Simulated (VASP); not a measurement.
**TiC8: relaxation of cell and atoms with PBE+D3(BJ)**

Crystal: TiC8.

```
Ti C
1.0
     5.00083    0.00000    0.00000
    -2.50042    4.33085    0.00000
     0.00000    0.00000    3.63658
Ti C
1 8
Cartesian
  0.0000 0.0000 1.8183
  0.0000 2.8872 0.0000
  1.2619 0.7285 0.0000
  2.5004 2.8738 0.0000
  3.7390 0.7285 0.0000
  -1.2385 3.6023 0.0000
  0.0000 1.4571 0.0000
  1.2385 3.6023 0.0000
  2.5004 1.4436 0.0000
```

```json
{
 "Program": "VASP 6.6.1",
 "Task": "relaxation of cell and atoms",
 "Functional": "PBE",
 "Dispersion": "D3(BJ)",
 "Potentials or basis": "VASP PAW PBE potentials, release 64 (Ti_sv, C)",
 "Cutoff": "600 eV",
 "k mesh": "6 × 6 × 6",
 "Occupations": "gaussian, width 0.1 eV",
 "Spin": "no spin polarisation",
 "Dipole correction": "no",
 "Further INCAR settings": "ALGO = Normal; EDIFF = 1e-07; IBRION = 2; EDIFFG = -0.04; NSW = 90; ISIF = 3"
}
```

| Property | Result |
| --- | --- |
| Relaxed volume | 8.75 Å³/atom |
| Relaxed cell | a = 5.002 Å, b = 5.002 Å, c = 3.636 Å, α = 90.00°, β = 90.00°, γ = 120.00° |
| Space group after relaxing (to 0.05 Å) | P6/mmm (No. 191) |
| Energy gained by relaxing | 0.0 meV/atom |
| Ionic steps | 3 |
| Pressure after relaxing | 0.0 GPa |
| Largest force after relaxing | 0.003 eV/Å |
| Band gap on the k mesh | zero (band 22 reaches 8.10 eV, above the bottom of band 23 at 6.38 eV) |
| Dispersion energy per atom | -0.191 eV |

Forces on the atoms (eV/Å):
```
Ti   0.000  0.000  0.000
C    0.000  0.000  0.000
C   -0.003 -0.002  0.000
C    0.000  0.003  0.000
C    0.003 -0.002  0.000
C   -0.003  0.002  0.000
C    0.000 -0.003  0.000
C    0.003  0.002  0.000
C    0.000  0.000  0.000
```

Stress tensor (GPa, compression positive):
```
 0.05  0.00  0.00
 0.00  0.05  0.00
 0.00  0.00 -0.18
```

Step by step:
```tsv
step	energy change (eV)	largest force (eV/Å)	pressure (GPa)	volume (Å³)
1	0.0000	0.0559	0.14	78.76
2	0.0006	0.1276	-0.36	78.85
3	-0.0002	0.0033	-0.03	78.79
```

Final structure:
```
Ti C
1.0
     5.00195    0.00000    0.00000
    -2.50098    4.33182    0.00000
     0.00000    0.00000    3.63626
Ti C
1 8
Direct
  0.00000 0.00000 0.50000
  0.33333 0.66667 0.00000
  0.33665 0.16832 0.00000
  0.83168 0.66335 0.00000
  0.83168 0.16832 0.00000
  0.16832 0.83168 0.00000
  0.16832 0.33665 0.00000
  0.66335 0.83168 0.00000
  0.66667 0.33333 0.00000
```

Levels at points of the mesh, in eV from the Fermi level:
```tsv
k point	band 18	band 19	band 20	band 21	band 22	band 23	band 24	band 25	band 26	band 27
(0.00, 0.00, 0.00)	-4.65	-4.65	-3.15	-0.93	0.18	0.18	0.34	0.34	0.89	2.90
(0.50, 0.00, 0.00)	-6.54	-5.69	-3.68	-0.61	-0.28	0.60	0.70	0.96	3.05	3.24
(0.00, 0.00, 0.50)	-4.56	-4.56	-4.14	-2.71	-2.71	-1.36	1.19	1.54	1.54	3.27
(0.50, 0.00, 0.50)	-6.48	-5.26	-5.22	-1.93	0.14	0.59	0.65	1.58	1.80	3.69
```

It took 2.2 min on 1 thread of AMD EPYC 9R45 96-Core Processor (Zen 5), on a shared host, peak memory 0.23 GiB.

Caveat: pairwise dispersion overbinds metals, which lowers pressure and volume.
